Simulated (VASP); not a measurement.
Runs of VASP 6.6.1 on Cr. The typed cell holds 1 atom: a = 2.562 Å, b = 2.541 Å, c = 2.350 Å, α = 105.10°, β = 107.45°, γ = 114.24°. 

```tsv
fixed moment (μB)	k mesh	pressure (GPa)	moment (μB)
-	13 × 13 × 13	-6.8	0.00
4.5	11 × 11 × 11	(b)	4.50
3.0	11 × 11 × 11	49.9	3.00
6.0	11 × 11 × 11	(a)	6.00
3.8	11 × 11 × 11	78.6	3.80
```

Alike in all rows: task single point; level PBE; potentials or basis VASP PAW PBE potentials, release 64 (Cr_pv); spin collinear, ferromagnetic start; cell as given; cutoff (eV) 520; smearing fermi-dirac 0.05 eV.

Question: Fill in the values left out.

Answer: (a) 187.0; (b) 108.5.

Caveats: the total moment is fixed, so each spin has its own Fermi level (some runs).
